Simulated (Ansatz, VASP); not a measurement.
KF: VASP beside Ansatz

The input POSCAR:

```
KF
1.0
    0.0000000000      2.6590552800      2.6590552800
    2.6590552800      0.0000000000      2.6590552800
    2.6590552800      2.6590552800      0.0000000000
K F
1 1
Direct
    0.0000000000      0.0000000000      0.0000000000
    0.5000000000      0.5000000000      0.5000000000
```

Contents of INCAR.step1:

```
PREC = Accurate ; ENCUT = 520
ISMEAR = -1 ; SIGMA = 0.02
LREAL = False ; LASPH = True
NELM = 60 ; GGA = PE
ALGO = Normal ; EDIFF = 1E-4
LWAVE = True ; LCHARG = False
```

File INCAR.step2:

```
PREC = Accurate ; ENCUT = 520
EDIFF = 1E-6 ; ISMEAR = -1
SIGMA = 0.02 ; LREAL = False
LASPH = True ; NELM = 60
ALGO = Normal ; ISIF = 2
LWAVE = False ; LCHARG = False
METAGGA = R2SCAN ; LMIXTAU = True
IBRION = 2 ; NSW = 50
EDIFFG = -0.01 ; ISTART = 1
```

File KPOINTS:

```
Automatic mesh
0
Gamma
  10 10 10
```

Input for Ansatz:

```yaml
crystal:
  lattice:
    - [0.0, 2.65905528, 2.65905528]
    - [2.65905528, 0.0, 2.65905528]
    - [2.65905528, 2.65905528, 0.0]
  atoms:
    - { symbol: K, position: [0.0, 0.0, 0.0] }
    - { symbol: F, position: [0.5, 0.5, 0.5] }
  symmetry: { tolerance: 0.0003 }
hamiltonian:
  xc: r2scan
  pseudopotentials: { kind: paw, azcp: { folder: soft_1 } }
basis:
  ecutwfc: 500
magnetization:
  spin_polarized: false
scf:
  occupations: { method: fermi_dirac, width: 0.02 }
kpoints:
  mp_grid: { grid: [10, 10, 10], shift: [0, 0, 0] }
  band_path:
    path:
      - [0.0, 0.0, 0.0]
      - [0.5, 0.0, 0.5]
      - [0.625, 0.25, 0.625]
      - [0.375, 0.375, 0.75]
      - [0.0, 0.0, 0.0]
      - [0.5, 0.5, 0.5]
      - [0.5, 0.25, 0.75]
      - [0.5, 0.0, 0.5]
    npoints: 10
output:
  forces: true
  stress: true
  eigenvalues: true
  write_potential: true
  elf: true
  volumetric_format: npy
  dos: { e_range: [-12, 8], de: 0.05 }
relax:
  max_steps: 30
```

Alike in both runs: task relaxation of the atoms; functional r2SCAN; k mesh 10 × 10 × 10; occupations fermi-dirac, width 0.02 eV; no spin polarisation.

|  | VASP | Ansatz |
| --- | --- | --- |
| version | VASP 6.6.1 | Ansatz 0.2.0 |
| potentials or method | VASP PAW PBE potentials, release 64 (K_sv, F), cutoff 520 eV | PAW plane waves |
| valence electrons in the cell | 16 | 16 |

|  | VASP | Ansatz | Ansatz less VASP |
| --- | --- | --- | --- |
| gap on the k mesh at the Fermi level, each at its own relaxed structure (eV) | 6.91 | 6.91 | +0.005 |

VASP's potentials were made for PBE, not for r2SCAN. Ansatz's warnings: stress scf threshold loose.

Noted on VASP's run: the relaxation stopped at its first step, so nothing moved.
